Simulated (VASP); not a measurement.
# CaO (Fm-3m) in VASP: a series of runs

CaO is run at these levels: B3LYP, r2SCAN50; tasks: single point.

All numbers are computed with VASP 6.6.1; they aren't measurements. Logs are shortened: lines on timing, memory, paths and dates and some standing lists are left out, and cuts for length are marked.

**1. The cell of the first run**

It takes space group Fm-3m (No. 225, cubic). The conventional cell has a = 4.807 Å, b = 4.807 Å, c = 4.807 Å, α = 90.00°, β = 90.00°, γ = 90.00°. Within 3.2 Å of Ca (site symmetry m-3m) lie 6 O at 2.40 Å. Within 3.2 Å of O (site symmetry m-3m) lie 6 Ca at 2.40 Å.

**2. Single point, B3LYP**

File POSCAR:

```
CaO
1.0
    0.0000000000      2.4035556950      2.4035556950
    2.4035556950      0.0000000000      2.4035556950
    2.4035556950      2.4035556950      0.0000000000
Ca O
1 1
Direct
    0.0000000000      0.0000000000      0.0000000000
    0.5000000000      0.5000000000      0.5000000000
```

File INCAR.step1:

```
PREC = Accurate
ENCUT = 520
EDIFF = 1E-5
ISMEAR = -1
SIGMA = 0.05
LREAL = F
LASPH = T
NELM = 120
ALGO = Normal
ISIF = 2
LWAVE = T
GGA = PE
NBANDS = 15
GGA_COMPAT = F
```

File INCAR.step2:

```
PREC = Accurate
ENCUT = 520
EDIFF = 1E-6
ISMEAR = -1
SIGMA = 0.05
LREAL = F
LASPH = T
NELM = 120
ALGO = Normal
ISIF = 2
LWAVE = F
LCHARG = T
GGA = B3
LHFCALC = T
AEXX = 0.2
AGGAX = 0.72
AGGAC = 0.81
ALDAC = 0.19
PRECFOCK = Normal
LELF = T
LVHAR = T
ISTART = 1
NBANDS = 15
GGA_COMPAT = F
```

File KPOINTS:

```
regular mesh
0
Gamma
  6 6 6
```

Potentials or basis: VASP PAW PBE potentials, release 64 (Ca_sv, O).

On the command line:

```console
> cat potpaw_PBE.64/Ca_sv/POTCAR potpaw_PBE.64/O/POTCAR > POTCAR
> cp INCAR.step1 INCAR
> mpirun -np 1 vasp_std > vasp.out
> cp INCAR.step2 INCAR
> mpirun -np 1 vasp_std > vasp.out
```

OUTCAR:

```text
PREC = Accurate
   ENCUT = 520
   EDIFF = 1E-6
   ISMEAR = -1
   LREAL = F
   LASPH = T
   NELM = 120
   ISIF = 2
   GGA = B3
   LHFCALC = T
   AEXX = 0.2
   PRECFOCK = Normal
   ISTART = 1

 ion  position               nearest neighbor table
   1  0.000  0.000  0.000-   2 2.40   2 2.40   2 2.40   2 2.40   2 2.40   2 2.40
   2  0.500  0.500  0.500-   1 2.40   1 2.40   1 2.40   1 2.40   1 2.40   1 2.40

  LATTYP: Found a face centered cubic cell.
 ALAT       =     4.8071113900

  Lattice vectors:

 A1 = (   0.0000000000,   2.4035556950,   2.4035556950)
 A2 = (   2.4035556950,   0.0000000000,   2.4035556950)
 A3 = (   2.4035556950,   2.4035556950,   0.0000000000)

Analysis of symmetry for initial positions (statically):
=====================================================================
 Subroutine PRICEL returns:
 Original cell was already a primitive cell.

 Routine SETGRP: Setting up the symmetry group for a
 face centered cubic supercell.

 Subroutine GETGRP returns: Found 48 space group operations
 (whereof 48 operations were pure point group operations)
 out of a pool of 48 trial point group operations.

The static configuration has the point symmetry O_h .

Analysis of symmetry for dynamics (positions and initial velocities):
=====================================================================
 Subroutine PRICEL returns:
 Original cell was already a primitive cell.

 Routine SETGRP: Setting up the symmetry group for a
 face centered cubic supercell.

 Subroutine GETGRP returns: Found 48 space group operations
 (whereof 48 operations were pure point group operations)
 out of a pool of 48 trial point group operations.

The dynamic configuration has the point symmetry O_h .

 Subroutine INISYM returns: Found 48 space group operations
 (whereof 48 operations are pure point group operations),
 and found     1 'primitive' translations

----------------------------------------------------------------------------------------

                                     Primitive cell

  volume of cell :      27.7711

  direct lattice vectors                    reciprocal lattice vectors
     0.000000000  2.403555695  2.403555695    -0.208025136  0.208025136  0.208025136
     2.403555695  0.000000000  2.403555695     0.208025136 -0.208025136  0.208025136
     2.403555695  2.403555695  0.000000000     0.208025136  0.208025136 -0.208025136

  length of vectors
     3.399141062  3.399141062  3.399141062     0.360310105  0.360310105  0.360310105

  position of ions in fractional coordinates (direct lattice)
     0.000000000  0.000000000  0.000000000
     0.500000000  0.500000000  0.500000000

  ion indices of the primitive-cell ions
   primitive index   ion index
                 1           1
                 2           2

----------------------------------------------------------------------------------------

 KPOINTS: regular mesh

Automatic generation of k-mesh.
 Grid dimensions read from file:
 generate k-points for:    6    6    6

 Generating k-lattice:

  Cartesian coordinates                     Fractional coordinates (reciprocal lattice)
    -0.034670856  0.034670856  0.034670856     0.166666667  0.000000000  0.000000000
     0.034670856 -0.034670856  0.034670856     0.000000000  0.166666667  0.000000000
     0.034670856  0.034670856 -0.034670856     0.000000000  0.000000000  0.166666667

  Length of vectors
     0.060051684  0.060051684  0.060051684

  Shift w.r.t. Gamma in fractional coordinates (k-lattice)
     0.000000000  0.000000000  0.000000000

 Subroutine IBZKPT returns following result:
 ===========================================

 Found     16 irreducible k-points:

 Following reciprocal coordinates:
            Coordinates               Weight
  0.000000  0.000000  0.000000      1.000000
  0.166667  0.000000  0.000000      8.000000
  0.333333  0.000000  0.000000      8.000000
  0.500000  0.000000  0.000000      4.000000
  0.166667  0.166667  0.000000      6.000000
  0.333333  0.166667  0.000000     24.000000
[... 8 lines left out ...]
 -0.333333  0.333333  0.166667     24.000000
 -0.333333  0.500000  0.166667     12.000000
   k-points           NKPTS =     16   k-points in BZ     NKDIM =    216   number of bands    NBANDS=     15
   number of dos      NEDOS =    301   number of ions     NIONS =      2
   total plane-waves  NPLWV =  21952
   dimension x,y,z NGX =    28 NGY =   28 NGZ =   28
   dimension x,y,z NGXF=    56 NGYF=   56 NGZF=   56
   ions per type =               1   1
   NGX,Y,Z   is equivalent  to a cutoff of  13.69, 13.69, 13.69 a.u.
   NGXF,Y,Z  is equivalent  to a cutoff of  27.39, 27.39, 27.39 a.u.
 SYSTEM =  unknown system
   PREC   = accura    normal or accurate (medium, high low for compatibility)
   ISTART =      1    job   : 0-new  1-cont  2-samecut
   ICHARG =      0    charge: 1-file 2-atom 10-const
   ISPIN  =      1    spin polarized calculation?
   LNONCOLLINEAR =      F non collinear calculations
   LSORBIT =      F    spin-orbit coupling
   LASPH  =      T    aspherical Exc in radial PAW
   ENCUT  =  520.0 eV  38.22 Ry    6.18 a.u.   6.32  6.32  6.32*2*pi/ulx,y,z
   NELM   =    120;   NELMIN=  2; NELMDL=  0     # of ELM steps
   EDIFF  = 0.1E-05   stopping-criterion for ELM
   LREAL  =      F    real-space projection
   EDIFFG = 0.1E-04   stopping-criterion for IOM
   NSW    =      0    number of steps for IOM
   IBRION =     -1    ionic relax: 0-MD 1-quasi-New 2-CG
   NFREE  =      0    steps in history (QN), initial steepest desc. (CG)
   ISIF   =      2    stress and relaxation
   ISYM   =      3    0-nonsym 1-usesym 2-fastsym
   POTIM  = 0.5000    time-step for ionic-motion
   TEBEG  =    0.0;   TEEND  =   0.0 temperature during run
   PSTRESS=    0.0 pullay stress
   NELECT =      16.0000    total number of electrons
   NUPDOWN=      -1.0000    fix difference up-down
   EMIN   =  10.00;   EMAX   =-10.00  energy-range for DOS
   EFERMI =   0.00;   METHOD = LEGACY
   ISMEAR =    -1;   SIGMA  =   0.05  broadening in eV -4-tet -1-fermi 0-gaus
   EFERMI_NEDOS =   21; number of points for ismear=-14 and -15
   IALGO  =     38    algorithm
   IMIX   =      1    mixing-type and parameters
     AMIX     =   0.40;   BMIX     =  1.00
     AMIX_MAG =   1.60;   BMIX_MAG =  1.00
  volume/ion in A,a.u.               =      13.89        93.70
  Fermi-wavevector in a.u.,A,eV,Ry     =   1.362231  2.574243 25.247954  1.855672
  Thomas-Fermi vector in A             =   2.488738
   LORBIT       =      0    0 simple, 1 ext, 2 COOP (PROOUT), +10 PAW based schemes
   GGA     = B3    functional components
   LHFCALC =     T    Hartree Fock is set to
   PRECFOCK=normal    Normal, Fast or Accurate (Low or Medium for compatibility)
   ENCUT4O =  -1.0   cutoff for four orbital integrals eV
   NKREDX  =     1    reduce k-point grid by
   NKREDY  =     1    reduce k-point grid by
   NKREDZ  =     1    reduce k-point grid by
   AEXX    =    0.2000 exact exchange contribution
   HFSCREEN=    0.0000 screening length (either q_TF or 0.3 A-1)
   HFSCREENC=   0.0000 screening length for correlation (either q_TF or 0.3 A-1)
   ENCUTFOCK=  -1.0 apply spherical cutoff to Coloumb kernel
   IVDW    =     0    specifies the selected vdW correction
   LEPSILON=     F    determine dielectric tensor
   LRPA    =     F    only Hartree local field effects (RPA)
 non-spin polarized calculation
  energy-cutoff  :      520.00
  volume of cell :       27.77
 maximum number of plane-waves:       757
 NGX is ok and might be reduce to    28
  NGX = 20; NGY = 20; NGZ = 20

 number of electron      15.9999997 magnetization

 Free energy of the ion-electron system (eV)
  ---------------------------------------------------
  ext. energy  EPLUGINS =         0.00000000
  ---------------------------------------------------
  free energy    TOTEN  =       -14.58783545 eV

  energy without entropy =      -14.58783545  energy(sigma->0) =      -14.58783545

 E-fermi :   2.4739     XC(G=0):  -8.4500

 val. band max:        1.3049057786   @ k =   0.0000   0.0000   0.0000
 cond. band min:       6.9622761145   @ k =   0.5000   0.5000   0.0000
 fundamental gap:      5.6573703358
 Fermi energy:         2.4738981670

 k-point     1 :       0.0000    0.0000    0.0000
  band No.  band energies     occupation
      1     -38.3945      2.00000
      2     -18.0686      2.00000
      3     -18.0686      2.00000
      4     -18.0686      2.00000
      5     -15.3326      2.00000
      6       1.3049      2.00000
      7       1.3049      2.00000
      8       1.3049      2.00000
      9       8.0660      0.00000
     10       9.6659      0.00000
     11       9.6659      0.00000
     12       9.6659      0.00000
     13      11.2343      0.00000
     14      11.2343      0.00000
     15      18.7266      0.00000

 k-point     2 :       0.1667    0.0000    0.0000
  band No.  band energies     occupation
      1     -38.3684      2.00000
      2     -18.4532      2.00000
      3     -18.0815      2.00000
      4     -18.0815      2.00000
      5     -14.9222      2.00000
      6       0.4420      2.00000
      7       0.9438      2.00000
      8       0.9438      2.00000
      9       9.1928      0.00000
     10       9.6462      0.00000
     11      10.1551      0.00000
     12      10.1551      0.00000
     13      11.8995      0.00000
     14      11.8995      0.00000
     15      19.6643      0.00000

 k-point     3 :       0.3333    0.0000    0.0000
  band No.  band energies     occupation
      1     -38.3156      2.00000
      2     -19.0372      2.00000
      3     -18.1071      2.00000
      4     -18.1071      2.00000
      5     -14.2810      2.00000
      6      -0.8833      2.00000
      7       0.3197      2.00000
      8       0.3197      2.00000
      9      10.0081      0.00000
     10      11.1985      0.00000
     11      11.2894      0.00000
     12      11.2894      0.00000
     13      13.2957      0.00000
     14      13.2957      0.00000
     15      18.9742      0.00000

 k-point     4 :       0.5000    0.0000    0.0000
  band No.  band energies     occupation
      1     -38.2889      2.00000
      2     -19.2798      2.00000
      3     -18.1197      2.00000
      4     -18.1197      2.00000
      5     -14.0064      2.00000
      6      -1.4426      2.00000
      7       0.0439      2.00000
      8       0.0439      2.00000
      9      10.5819      0.00000
     10      11.9448      0.00000
     11      11.9680      0.00000
     12      11.9680      0.00000
     13      14.1604      0.00000
     14      14.1604      0.00000
     15      17.9748      0.00000
[... 163 lines left out ...]
 k-point    14 :       0.5000    0.3333    0.1667
  band No.  band energies     occupation
      1     -38.2821      2.00000
      2     -18.8710      2.00000
      3     -18.3331      2.00000
      4     -18.2049      2.00000
      5     -14.4987      2.00000
      6      -0.6205      2.00000
      7       0.2787      2.00000
      8       0.5337      2.00000
      9       8.8027      0.00000
     10      11.0755      0.00000
     11      12.0476      0.00000
     12      12.3158      0.00000
     13      13.3720      0.00000
     14      14.9600      0.00000
     15      18.7273      0.00000

 k-point    15 :      -0.3333    0.3333    0.1667
  band No.  band energies     occupation
      1     -38.2648      2.00000
      2     -18.8657      2.00000
      3     -18.4063      2.00000
      4     -18.2691      2.00000
      5     -14.4756      2.00000
      6      -0.4962      2.00000
      7       0.1601      2.00000
      8       0.2399      2.00000
      9      10.0076      0.00000
     10      10.0185      0.00000
     11      12.2688      0.00000
     12      12.7564      0.00000
     13      13.7896      0.00000
     14      16.6073      0.00000
     15      17.3449      0.00000

 k-point    16 :      -0.3333    0.5000    0.1667
  band No.  band energies     occupation
      1     -38.2569      2.00000
      2     -18.5942      2.00000
      3     -18.4856      2.00000
      4     -18.4016      2.00000
      5     -14.7450      2.00000
      6       0.0249      2.00000
      7       0.1655      2.00000
      8       0.4644      2.00000
      9       8.4016      0.00000
     10      11.2231      0.00000
     11      11.9185      0.00000
     12      13.2313      0.00000
     13      13.3606      0.00000
     14      16.6771      0.00000
     15      17.1398      0.00000

------------------------ aborting loop because EDIFF is reached ----------------------------------------

  FORCE on cell =-STRESS in cart. coord.  units (eV):
  Direction    XX          YY          ZZ          XY          YZ          ZX
  --------------------------------------------------------------------------------------
  -------------------------------------------------------------------------------------
  Total        0.4230957      0.4230957      0.4230957      0.0000000      0.0000000      0.0000000
  in kB       24.4093714     24.4093714     24.4093714      0.0000000      0.0000000      0.0000000
  external PRESSURE =      24.4093714 kB  Pullay stress =       0.0000000 kB

 VOLUME and BASIS-vectors are now :
 -----------------------------------------------------------------------------
  energy-cutoff  :      520.00
  volume of cell :       27.77
      direct lattice vectors                 reciprocal lattice vectors
     0.000000000  2.403555695  2.403555695    -0.208025136  0.208025136  0.208025136
     2.403555695  0.000000000  2.403555695     0.208025136 -0.208025136  0.208025136
     2.403555695  2.403555695  0.000000000     0.208025136  0.208025136 -0.208025136

 POSITION                                       TOTAL-FORCE (eV/Angst)
 -----------------------------------------------------------------------------------
      0.00000      0.00000      0.00000         0.000000      0.000000      0.000000
      2.40356      2.40356      2.40356         0.000000      0.000000      0.000000
 -----------------------------------------------------------------------------------
    total drift:                                0.000000      0.000000      0.000000

  FREE ENERGIE OF THE ION-ELECTRON SYSTEM (eV)
  ---------------------------------------------------
  free  energy   TOTEN  =       -14.5878354523 eV

  energy  without entropy=      -14.5878354523  energy(sigma->0) =      -14.58783545
```

It took 16 min on 1 thread of Intel Xeon Platinum 8488C (Sapphire Rapids), shared host; peak memory 0.17 GiB.

What came out:

```
Free energy            : -14.5878 eV
Pressure               : 2.4 GPa
Band gap on the k mesh : 5.66 eV (least direct gap 6.07 eV)
```

Levels at points of the mesh, in eV from the valence-band top:
```tsv
k point	band 6	band 7	band 8	band 9	band 10	band 11
(0.00, 0.00, 0.00)	0.00	0.00	0.00	6.76	8.36	8.36
(0.50, 0.00, 0.00)	-2.75	-1.26	-1.26	9.28	10.64	10.66
(0.50, 0.50, 0.00)	-1.39	-0.41	-0.41	5.66	10.29	11.18
```

Caveat: the PAW data sets were made with another functional, which shifts forces and pressure a little.

**3. Single point, r2SCAN50**

File POSCAR:

```
CaO
1.0
    0.0000000000      2.4035556960      2.4035556960
    2.4035556960      0.0000000000      2.4035556960
    2.4035556960      2.4035556960      0.0000000000
Ca O
1 1
Direct
    0.0000000000      0.0000000000      0.0000000000
    0.5000000000      0.5000000000      0.5000000000
```

File INCAR.step1:

```
SYSTEM = CaO
ALGO     = Normal         ! electronic algorithm
EDIFF    = 1E-5           ! SCF threshold, eV
ENCUT    = 520            ! plane-wave cutoff, eV
GGA      = PE             ! functional
ISIF     = 2              ! what is computed and relaxed
ISMEAR   = -1             ! smearing method
LASPH    = .True.         ! aspherical terms in the spheres
LREAL    = .False.        ! projectors in reciprocal space
LWAVE    = .True.         ! write WAVECAR
NBANDS   = 15             ! bands
NELM     = 80             ! most SCF steps
PREC     = Accurate       ! precision mode
SIGMA    = 0.05           ! smearing width, eV
```

File INCAR.step2:

```
SYSTEM = CaO
AEXX     = 0.5            ! exact-exchange fraction
ALGO     = Normal         ! electronic algorithm
EDIFF    = 1E-7           ! SCF threshold, eV
ENCUT    = 520            ! plane-wave cutoff, eV
ISIF     = 2              ! what is computed and relaxed
ISMEAR   = -1             ! smearing method
ISTART   = 1            
LASPH    = .True.         ! aspherical terms in the spheres
LCHARG   = .True.         ! write CHGCAR
LELF     = .True.         ! ELF
LHFCALC  = .True.         ! exact exchange
LMIXTAU  = .True.       
LREAL    = .False.        ! projectors in reciprocal space
LVHAR    = .True.       
LWAVE    = .False.        ! write WAVECAR
METAGGA  = R2SCAN         ! meta-GGA
NBANDS   = 15             ! bands
NELM     = 80             ! most SCF steps
PREC     = Accurate       ! precision mode
PRECFOCK = Normal       
SIGMA    = 0.05           ! smearing width, eV
```

File KPOINTS:

```
k-points
0
Gamma
  5 5 5
  0 0 0
```

Potentials or basis: VASP PAW PBE potentials, release 64 (Ca_sv, O).

On the command line:

```console
> cat potpaw_PBE.64/Ca_sv/POTCAR potpaw_PBE.64/O/POTCAR > POTCAR
> cp INCAR.step1 INCAR
> mpirun -np 1 vasp_std > vasp.out
> cp INCAR.step2 INCAR
> mpirun -np 1 vasp_std > vasp.out
```

Wall time 12 min (1 thread of Intel Xeon Platinum 8488C (Sapphire Rapids), shared host); peak memory 0.17 GiB.

It converged, with:

| Quantity | Value |
| --- | --- |
| Free energy | -21.5880 eV |
| Pressure | -2.4 GPa |
| Band gap on the k mesh | 8.95 eV (least direct gap 9.41 eV) |

Levels at points of the mesh, in eV from the valence-band top:
```tsv
k point	band 6	band 7	band 8	band 9	band 10	band 11
(0.00, 0.00, 0.00)	0.00	0.00	0.00	9.52	11.99	11.99
```

Caveat: the k points lie up to 0.45 Å⁻¹ apart; the PAW data sets were made with another functional, which shifts forces and pressure a little; an odd mesh through Γ misses points on the zone boundary, where band edges can lie.
